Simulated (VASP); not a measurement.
# MgO (rock salt type) (Fm-3m) in VASP: notebook

The runs below take MgO (rock salt type) through single point, with HSE06.

Program: VASP 6.6.1. These are calculated values, not measurements. Logs are shortened: lines on timing, memory, paths and dates and some standing lists are left out, and cuts for length are marked.

## 1. The cell of the first run

The structure is cubic, space group Fm-3m (No. 225). The conventional cell has a = 4.306 Å, b = 4.306 Å, c = 4.306 Å, α = 90.00°, β = 90.00°, γ = 90.00°. Within 2.8 Å of Mg (site symmetry m-3m) lie 6 O at 2.15 Å. O (site symmetry m-3m) has 6 Mg at 2.15 Å within 2.8 Å.

## 2. Single point, HSE06

File POSCAR:

```
MgO
1.0
    0.0000000000      2.1529637331      2.1529637331
    2.1529637331      0.0000000000      2.1529637331
    2.1529637331      2.1529637331      0.0000000000
Mg O
1 1
Direct
    0.0000000000      0.0000000000      0.0000000000
    0.5000000000      0.5000000000      0.5000000000
```

File INCAR.step1:

```
SYSTEM = MgO
PREC = Accurate
ENCUT = 520
EDIFF = 1E-5
ISMEAR = -1
SIGMA = 0.05
LREAL = .FALSE.
LASPH = .TRUE.
NELM = 60
ALGO = Normal
ISIF = 2
LWAVE = .TRUE.
LCHARG = .FALSE.
GGA = PE
NBANDS = 11
```

File INCAR.step2:

```
SYSTEM = MgO
PREC = Accurate
ENCUT = 520
EDIFF = 1E-6
ISMEAR = -1
SIGMA = 0.05
LREAL = .FALSE.
LASPH = .TRUE.
NELM = 60
ALGO = Normal
ISIF = 2
LWAVE = .FALSE.
LCHARG = .FALSE.
GGA = PE
LHFCALC = .TRUE.
HFSCREEN = 0.2079
PRECFOCK = Normal
ISTART = 1
NBANDS = 11
```

File KPOINTS:

```
Automatic mesh
0
G
  4 4 4
  0 0 0
```

Potentials or basis: VASP PAW PBE potentials, release 64 (Mg, O).

The run is started by

```
$ cat potpaw_PBE.64/Mg/POTCAR potpaw_PBE.64/O/POTCAR > POTCAR
$ cp INCAR.step1 INCAR
$ mpirun -np 1 vasp_std > vasp.out
$ cp INCAR.step2 INCAR
$ mpirun -np 1 vasp_std > vasp.out
```

OUTCAR:

```text
SYSTEM = MgO
   PREC = Accurate
   ENCUT = 520
   EDIFF = 1E-6
   ISMEAR = -1
   LREAL = .FALSE.
   LASPH = .TRUE.
   NELM = 60
   ISIF = 2
   GGA = PE
   LHFCALC = .TRUE.
   HFSCREEN = 0.2079
   PRECFOCK = Normal
   ISTART = 1

 ion  position               nearest neighbor table
   1  0.000  0.000  0.000-   2 2.15   2 2.15   2 2.15   2 2.15   2 2.15   2 2.15
   2  0.500  0.500  0.500-   1 2.15   1 2.15   1 2.15   1 2.15   1 2.15   1 2.15

  LATTYP: Found a face centered cubic cell.
 ALAT       =     4.3059274662

  Lattice vectors:

 A1 = (   0.0000000000,   2.1529637331,   2.1529637331)
 A2 = (   2.1529637331,   0.0000000000,   2.1529637331)
 A3 = (   2.1529637331,   2.1529637331,   0.0000000000)

Analysis of symmetry for initial positions (statically):
=====================================================================
 Subroutine PRICEL returns:
 Original cell was already a primitive cell.

 Routine SETGRP: Setting up the symmetry group for a
 face centered cubic supercell.

 Subroutine GETGRP returns: Found 48 space group operations
 (whereof 48 operations were pure point group operations)
 out of a pool of 48 trial point group operations.

The static configuration has the point symmetry O_h .

Analysis of symmetry for dynamics (positions and initial velocities):
=====================================================================
 Subroutine PRICEL returns:
 Original cell was already a primitive cell.

 Routine SETGRP: Setting up the symmetry group for a
 face centered cubic supercell.

 Subroutine GETGRP returns: Found 48 space group operations
 (whereof 48 operations were pure point group operations)
 out of a pool of 48 trial point group operations.

The dynamic configuration has the point symmetry O_h .

 Subroutine INISYM returns: Found 48 space group operations
 (whereof 48 operations are pure point group operations),
 and found     1 'primitive' translations

----------------------------------------------------------------------------------------

                                     Primitive cell

  volume of cell :      19.9591

  direct lattice vectors                    reciprocal lattice vectors
     0.000000000  2.152963733  2.152963733    -0.232238004  0.232238004  0.232238004
     2.152963733  0.000000000  2.152963733     0.232238004 -0.232238004  0.232238004
     2.152963733  2.152963733  0.000000000     0.232238004  0.232238004 -0.232238004

  length of vectors
     3.044750511  3.044750511  3.044750511     0.402248022  0.402248022  0.402248022

  position of ions in fractional coordinates (direct lattice)
     0.000000000  0.000000000  0.000000000
     0.500000000  0.500000000  0.500000000

  ion indices of the primitive-cell ions
   primitive index   ion index
                 1           1
                 2           2

----------------------------------------------------------------------------------------

 KPOINTS: Automatic mesh

Automatic generation of k-mesh.
 Grid dimensions read from file:
 generate k-points for:    4    4    4

 Generating k-lattice:

  Cartesian coordinates                     Fractional coordinates (reciprocal lattice)
    -0.058059501  0.058059501  0.058059501     0.250000000  0.000000000  0.000000000
     0.058059501 -0.058059501  0.058059501     0.000000000  0.250000000  0.000000000
     0.058059501  0.058059501 -0.058059501     0.000000000  0.000000000  0.250000000

  Length of vectors
     0.100562006  0.100562006  0.100562006

  Shift w.r.t. Gamma in fractional coordinates (k-lattice)
     0.000000000  0.000000000  0.000000000

 Subroutine IBZKPT returns following result:
 ===========================================

 Found      8 irreducible k-points:

 Following reciprocal coordinates:
            Coordinates               Weight
  0.000000  0.000000  0.000000      1.000000
  0.250000  0.000000  0.000000      8.000000
  0.500000  0.000000  0.000000      4.000000
  0.250000  0.250000  0.000000      6.000000
  0.500000  0.250000  0.000000     24.000000
 -0.250000  0.250000  0.000000     12.000000
  0.500000  0.500000  0.000000      3.000000
 -0.250000  0.500000  0.250000      6.000000
   k-points           NKPTS =      8   k-points in BZ     NKDIM =     64   number of bands    NBANDS=     11
   number of dos      NEDOS =    301   number of ions     NIONS =      2
   total plane-waves  NPLWV =  13824
   dimension x,y,z NGX =    24 NGY =   24 NGZ =   24
   dimension x,y,z NGXF=    48 NGYF=   48 NGZF=   48
   ions per type =               1   1
   NGX,Y,Z   is equivalent  to a cutoff of  13.10, 13.10, 13.10 a.u.
   NGXF,Y,Z  is equivalent  to a cutoff of  26.21, 26.21, 26.21 a.u.
 SYSTEM =  MgO
   PREC   = accura    normal or accurate (medium, high low for compatibility)
   ISTART =      1    job   : 0-new  1-cont  2-samecut
   ICHARG =      0    charge: 1-file 2-atom 10-const
   ISPIN  =      1    spin polarized calculation?
   LNONCOLLINEAR =      F non collinear calculations
   LSORBIT =      F    spin-orbit coupling
   LASPH  =      T    aspherical Exc in radial PAW
   ENCUT  =  520.0 eV  38.22 Ry    6.18 a.u.   5.66  5.66  5.66*2*pi/ulx,y,z
   NELM   =     60;   NELMIN=  2; NELMDL=  0     # of ELM steps
   EDIFF  = 0.1E-05   stopping-criterion for ELM
   LREAL  =      F    real-space projection
   EDIFFG = 0.1E-04   stopping-criterion for IOM
   NSW    =      0    number of steps for IOM
   IBRION =     -1    ionic relax: 0-MD 1-quasi-New 2-CG
   NFREE  =      0    steps in history (QN), initial steepest desc. (CG)
   ISIF   =      2    stress and relaxation
   ISYM   =      3    0-nonsym 1-usesym 2-fastsym
   POTIM  = 0.5000    time-step for ionic-motion
   TEBEG  =    0.0;   TEEND  =   0.0 temperature during run
   PSTRESS=    0.0 pullay stress
   NELECT =       8.0000    total number of electrons
   NUPDOWN=      -1.0000    fix difference up-down
   EMIN   =  10.00;   EMAX   =-10.00  energy-range for DOS
   EFERMI =   0.00;   METHOD = LEGACY
   ISMEAR =    -1;   SIGMA  =   0.05  broadening in eV -4-tet -1-fermi 0-gaus
   EFERMI_NEDOS =   21; number of points for ismear=-14 and -15
   IALGO  =     38    algorithm
   IMIX   =      1    mixing-type and parameters
     AMIX     =   0.40;   BMIX     =  1.00
     AMIX_MAG =   1.60;   BMIX_MAG =  1.00
  volume/ion in A,a.u.               =       9.98        67.35
  Fermi-wavevector in a.u.,A,eV,Ry     =   1.207049  2.280991 19.823232  1.456966
  Thomas-Fermi vector in A             =   2.342698
   LORBIT       =      0    0 simple, 1 ext, 2 COOP (PROOUT), +10 PAW based schemes
   GGA     = PE    functional components
   LHFCALC =     T    Hartree Fock is set to
   PRECFOCK=normal    Normal, Fast or Accurate (Low or Medium for compatibility)
   ENCUT4O =  -1.0   cutoff for four orbital integrals eV
   NKREDX  =     1    reduce k-point grid by
   NKREDY  =     1    reduce k-point grid by
   NKREDZ  =     1    reduce k-point grid by
   AEXX    =    0.2500 exact exchange contribution
   HFSCREEN=    0.2079 screening length (either q_TF or 0.3 A-1)
   HFSCREENC=   0.2079 screening length for correlation (either q_TF or 0.3 A-1)
   ENCUTFOCK=  -1.0 apply spherical cutoff to Coloumb kernel
   IVDW    =     0    specifies the selected vdW correction
   LEPSILON=     F    determine dielectric tensor
   LRPA    =     F    only Hartree local field effects (RPA)
 non-spin polarized calculation
  energy-cutoff  :      520.00
  volume of cell :       19.96
 maximum number of plane-waves:       544
 NGX is ok and might be reduce to    24
  NGX = 18; NGY = 18; NGZ = 18

 number of electron       7.9999998 magnetization

 Free energy of the ion-electron system (eV)
  ---------------------------------------------------
  ext. energy  EPLUGINS =         0.00000000
  ---------------------------------------------------
  free energy    TOTEN  =       -14.15013648 eV

  energy without entropy =      -14.15013648  energy(sigma->0) =      -14.15013648

 E-fermi :   2.6332     XC(G=0):  -8.8528

 val. band max:        1.4955875437   @ k =   0.0000   0.0000   0.0000
 cond. band min:       7.2693469383   @ k =   0.0000   0.0000   0.0000
 fundamental gap:      5.7737593947
 Fermi energy:         2.6331570020

 k-point     1 :       0.0000    0.0000    0.0000
  band No.  band energies     occupation
      1     -16.9903      2.00000
      2       1.4956      2.00000
      3       1.4956      2.00000
      4       1.4956      2.00000
      5       7.2693      0.00000
      6      18.8235      0.00000
      7      18.8236      0.00000
      8      18.8236      0.00000
      9      22.5716      0.00000
     10      24.4346      0.00000
     11      24.4346      0.00000

 k-point     2 :       0.2500    0.0000    0.0000
  band No.  band energies     occupation
      1     -16.4441      2.00000
      2      -1.1692      2.00000
      3       1.1651      2.00000
      4       1.1651      2.00000
      5       9.7463      0.00000
      6      15.5763      0.00000
      7      19.5603      0.00000
      8      19.5603      0.00000
      9      22.9839      0.00000
     10      22.9839      0.00000
     11      24.5536      0.00000

 k-point     3 :       0.5000    0.0000    0.0000
  band No.  band energies     occupation
      1     -15.8096      2.00000
      2      -3.1316      2.00000
      3       0.8587      2.00000
      4       0.8587      2.00000
      5      10.7109      0.00000
      6      15.5550      0.00000
      7      19.0873      0.00000
      8      19.0873      0.00000
      9      23.4877      0.00000
     10      25.4217      0.00000
     11      25.4217      0.00000
[... 43 lines left out ...]
 k-point     7 :       0.5000    0.5000    0.0000
  band No.  band energies     occupation
      1     -15.5592      2.00000
      2      -2.6035      2.00000
      3       0.1235      2.00000
      4       0.1235      2.00000
      5      12.2227      0.00000
      6      12.5874      0.00000
      7      16.1038      0.00000
      8      21.8091      0.00000
      9      21.8091      0.00000
     10      27.8984      0.00000
     11      29.6918      0.00000

 k-point     8 :      -0.2500    0.5000    0.2500
  band No.  band energies     occupation
      1     -15.5151      2.00000
      2      -1.4530      2.00000
      3      -1.4530      2.00000
      4      -0.2721      2.00000
      5      14.6612      0.00000
      6      14.6612      0.00000
      7      14.8422      0.00000
      8      18.1935      0.00000
      9      24.7634      0.00000
     10      24.7634      0.00000
     11      29.0208      0.00000

------------------------ aborting loop because EDIFF is reached ----------------------------------------

  FORCE on cell =-STRESS in cart. coord.  units (eV):
  Direction    XX          YY          ZZ          XY          YZ          ZX
  --------------------------------------------------------------------------------------
  -------------------------------------------------------------------------------------
  Total       -1.3702130     -1.3702130     -1.3702130     -0.0000000     -0.0000000      0.0000000
  in kB     -109.9913494   -109.9913494   -109.9913494     -0.0000000     -0.0000000      0.0000000
  external PRESSURE =    -109.9913494 kB  Pullay stress =       0.0000000 kB

 VOLUME and BASIS-vectors are now :
 -----------------------------------------------------------------------------
  energy-cutoff  :      520.00
  volume of cell :       19.96
      direct lattice vectors                 reciprocal lattice vectors
     0.000000000  2.152963733  2.152963733    -0.232238004  0.232238004  0.232238004
     2.152963733  0.000000000  2.152963733     0.232238004 -0.232238004  0.232238004
     2.152963733  2.152963733  0.000000000     0.232238004  0.232238004 -0.232238004

 POSITION                                       TOTAL-FORCE (eV/Angst)
 -----------------------------------------------------------------------------------
      0.00000      0.00000      0.00000         0.000000      0.000000      0.000000
      2.15296      2.15296      2.15296        -0.000000     -0.000000     -0.000000
 -----------------------------------------------------------------------------------
    total drift:                               -0.000004     -0.000005     -0.000005

  FREE ENERGIE OF THE ION-ELECTRON SYSTEM (eV)
  ---------------------------------------------------
  free  energy   TOTEN  =       -14.1501364787 eV

  energy  without entropy=      -14.1501364787  energy(sigma->0) =      -14.15013648
```

Wall time 56 s (1 thread of AMD EPYC 7R13 (Zen 3), shared host); peak memory 0.21 GiB.

Results:

- Free energy: -14.1501 eV
- Pressure: -11.0 GPa
- Band gap on the k mesh: 5.77 eV

Caveat: the k points lie up to 0.63 Å⁻¹ apart; the PAW data sets were made with another functional, which shifts forces and pressure a little.

(Part 1 of 2 ends here.)
